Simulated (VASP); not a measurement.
# Cu (Fm-3m) in VASP: single point with r2SCAN

Aim: the single point of Cu with r2SCAN.

Everything below comes from runs of VASP 6.6.1. Logs are shortened: lines on timing, memory, paths and dates and some standing lists are left out, and cuts for length are marked.

## (1) The cell of the first run

The structure is cubic, space group Fm-3m (No. 225). Conventional cell: a = 3.576 Å, b = 3.576 Å, c = 3.576 Å, α = 90.00°, β = 90.00°, γ = 90.00°. Cu (site symmetry m-3m) has 12 Cu at 2.53 Å within 3.3 Å.

## (2) Single point, r2SCAN

POSCAR

```
Cu
1.0
    0.0000000000      1.7881520467      1.7881520467
    1.7881520467      0.0000000000      1.7881520467
    1.7881520467      1.7881520467      0.0000000000
Cu
1
Direct
    0.0000000000      0.0000000000      0.0000000000
```

INCAR.step1

```
PREC = Accurate ; ENCUT = 520
ISMEAR = 0 ; SIGMA = 0.1
LREAL = False ; LASPH = True
NELM = 80 ; NBANDS = 12
GGA = PE ; ALGO = Normal
EDIFF = 1E-4 ; LWAVE = True
LCHARG = False
```

INCAR.step2

```
PREC = Accurate ; ENCUT = 520
EDIFF = 1E-6 ; ISMEAR = 0
SIGMA = 0.1 ; LREAL = False
LASPH = True ; NELM = 80
ALGO = Normal ; ISIF = 2
LWAVE = False ; LCHARG = False
METAGGA = R2SCAN ; LMIXTAU = True
NBANDS = 12 ; ISTART = 1
```

KPOINTS

```
regular mesh
0
Gamma
  38 38 38
```

Potentials or basis: VASP PAW PBE potentials, release 64 (Cu).

On the command line:

```sh
cat potpaw_PBE.64/Cu/POTCAR > POTCAR
cp INCAR.step1 INCAR
mpirun -np 1 vasp_std > vasp.out
cp INCAR.step2 INCAR
mpirun -np 1 vasp_std > vasp.out
```

OUTCAR:

```text
PREC = Accurate
   ENCUT = 520
   EDIFF = 1E-6
   ISMEAR = 0
   LREAL = False
   LASPH = True
   NELM = 80
   ISIF = 2
   METAGGA = R2SCAN
   ISTART = 1

 ion  position               nearest neighbor table
   1  0.000  0.000  0.000-

  LATTYP: Found a face centered cubic cell.
 ALAT       =     3.5763040934

  Lattice vectors:

 A1 = (   0.0000000000,   1.7881520467,   1.7881520467)
 A2 = (   1.7881520467,   0.0000000000,   1.7881520467)
 A3 = (   1.7881520467,   1.7881520467,   0.0000000000)

Analysis of symmetry for initial positions (statically):
=====================================================================
 Subroutine PRICEL returns:
 Original cell was already a primitive cell.

 Routine SETGRP: Setting up the symmetry group for a
 face centered cubic supercell.

 Subroutine GETGRP returns: Found 48 space group operations
 (whereof 48 operations were pure point group operations)
 out of a pool of 48 trial point group operations.

The static configuration has the point symmetry O_h .

Analysis of symmetry for dynamics (positions and initial velocities):
=====================================================================
 Subroutine PRICEL returns:
 Original cell was already a primitive cell.

 Routine SETGRP: Setting up the symmetry group for a
 face centered cubic supercell.

 Subroutine GETGRP returns: Found 48 space group operations
 (whereof 48 operations were pure point group operations)
 out of a pool of 48 trial point group operations.

The dynamic configuration has the point symmetry O_h .

 Subroutine INISYM returns: Found 48 space group operations
 (whereof 48 operations are pure point group operations),
 and found     1 'primitive' translations

----------------------------------------------------------------------------------------

                                     Primitive cell

  volume of cell :      11.4352

  direct lattice vectors                    reciprocal lattice vectors
     0.000000000  1.788152047  1.788152047    -0.279618280  0.279618280  0.279618280
     1.788152047  0.000000000  1.788152047     0.279618280 -0.279618280  0.279618280
     1.788152047  1.788152047  0.000000000     0.279618280  0.279618280 -0.279618280

  length of vectors
     2.528828876  2.528828876  2.528828876     0.484313068  0.484313068  0.484313068

  position of ions in fractional coordinates (direct lattice)
     0.000000000  0.000000000  0.000000000

  ion indices of the primitive-cell ions
   primitive index   ion index
                 1           1

----------------------------------------------------------------------------------------
[... 76 lines left out ...]
   ISIF   =      2    stress and relaxation
   ISYM   =      2    0-nonsym 1-usesym 2-fastsym
   POTIM  = 0.5000    time-step for ionic-motion
   TEBEG  =    0.0;   TEEND  =   0.0 temperature during run
   PSTRESS=    0.0 pullay stress
   NELECT =      11.0000    total number of electrons
   NUPDOWN=      -1.0000    fix difference up-down
   EMIN   =  10.00;   EMAX   =-10.00  energy-range for DOS
   EFERMI =   0.00;   METHOD = LEGACY
   ISMEAR =     0;   SIGMA  =   0.10  broadening in eV -4-tet -1-fermi 0-gaus
   EFERMI_NEDOS =   21; number of points for ismear=-14 and -15
   IALGO  =     38    algorithm
   IMIX   =      4    mixing-type and parameters
     AMIX     =   0.40;   BMIX     =  1.00
     AMIX_MAG =   1.60;   BMIX_MAG =  1.00
  volume/ion in A,a.u.               =      11.44        77.17
  Fermi-wavevector in a.u.,A,eV,Ry     =   1.616062  3.053914 35.533731  2.611656
  Thomas-Fermi vector in A             =   2.710709
   LORBIT       =      0    0 simple, 1 ext, 2 COOP (PROOUT), +10 PAW based schemes
   METAGGA = R2SCAN    functional components
   LHFCALC =     F    Hartree Fock is set to
   AEXX    =    0.0000 exact exchange contribution
   IVDW    =     0    specifies the selected vdW correction
   LEPSILON=     F    determine dielectric tensor
   LRPA    =     F    only Hartree local field effects (RPA)
 non-spin polarized calculation
 Gauss-broadening in eV      SIGMA  =   0.10
  energy-cutoff  :      520.00
  volume of cell :       11.44
 maximum number of plane-waves:       331
   NGX =  9   NGY =  9   NGZ =  9

 number of electron      11.0000012 magnetization

 Free energy of the ion-electron system (eV)
  ---------------------------------------------------
  ext. energy  EPLUGINS =         0.00000000
  ---------------------------------------------------
  free energy    TOTEN  =       -10.82710307 eV

  energy without entropy =      -10.82572116  energy(sigma->0) =      -10.82641211

 E-fermi :   7.8289     XC(G=0): -13.9637

 val. band max:        7.8287932067   @ k =  -0.3684   0.1579   0.0000
 cond. band min:       7.8421916348   @ k =   0.4737   0.3947   0.0789
 fundamental gap:      0.0133984281
 Fermi energy:         7.8288801995

 k-point     1 :       0.0000    0.0000    0.0000
  band No.  band energies     occupation
      1      -2.1255      2.00000
      2       4.5595      2.00000
      3       4.5596      2.00000
      4       4.5596      2.00000
      5       5.4177      2.00000
      6       5.4177      2.00000
      7      31.4516      0.00000
      8      34.7429      0.00000
      9      34.7429      0.00000
     10      34.7432      0.00000
     11      37.1588      0.00000
     12      37.1588      0.00000
[... 331 lines left out ...]
 k-point    24 :       0.1053    0.0263    0.0000
  band No.  band energies     occupation
      1      -1.7430      2.00000
      2       4.4737      2.00000
      3       4.6290      2.00000
      4       4.6330      2.00000
      5       5.3655      2.00000
      6       5.4198      2.00000
      7      29.2252      0.00000
      8      32.2655      0.00000
      9      33.0248      0.00000
     10      34.5718      0.00000
     11      37.7659      0.00000
     12      39.2227      0.00000

 [... further k-points ...]
[... 5 lines left out ...]
  --------------------------------------------------------------------------------------
  -------------------------------------------------------------------------------------
  Total        0.0346482      0.0346482      0.0346482     -0.0000000      0.0000000     -0.0000000
  in kB        4.8545362      4.8545362      4.8545362     -0.0000000      0.0000000     -0.0000000
  external PRESSURE =       4.8545362 kB  Pullay stress =       0.0000000 kB

 VOLUME and BASIS-vectors are now :
 -----------------------------------------------------------------------------
  energy-cutoff  :      520.00
  volume of cell :       11.44
      direct lattice vectors                 reciprocal lattice vectors
     0.000000000  1.788152047  1.788152047    -0.279618280  0.279618280  0.279618280
     1.788152047  0.000000000  1.788152047     0.279618280 -0.279618280  0.279618280
     1.788152047  1.788152047  0.000000000     0.279618280  0.279618280 -0.279618280

 POSITION                                       TOTAL-FORCE (eV/Angst)
 -----------------------------------------------------------------------------------
      0.00000      0.00000      0.00000         0.000000     -0.000000      0.000000
 -----------------------------------------------------------------------------------
    total drift:                                0.000000      0.000000      0.000000

  FREE ENERGIE OF THE ION-ELECTRON SYSTEM (eV)
  ---------------------------------------------------
  free  energy   TOTEN  =       -10.8271030702 eV

  energy  without entropy=      -10.8257211560  energy(sigma->0) =      -10.82641211
```

Wall time 8.4 min (1 thread of Intel Xeon 6975P-C, shared host); peak memory 0.3 GiB.

Results:

```yaml
Free_energy: -10.8271 eV
Pressure: 0.5 GPa
```

Levels at points of the mesh, in eV from the Fermi level:
```
           k point  band 2  band 3  band 4  band 5  band 6  band 7  band 8  band 9  band 10  band 11
(0.00, 0.00, 0.00)   -3.27   -3.27   -3.27   -2.41   -2.41   23.62   26.91   26.91    26.91    29.33
(0.50, 0.00, 0.00)   -3.32   -3.32   -1.79   -1.79   -1.17    4.11   22.11   23.64    23.64    26.52
(0.50, 0.50, 0.00)   -4.79   -1.83   -1.63   -1.63    1.54    7.64   14.00   14.00    18.43    21.68
```

Caveat: the PAW data sets were made with another functional, which shifts forces and pressure a little.
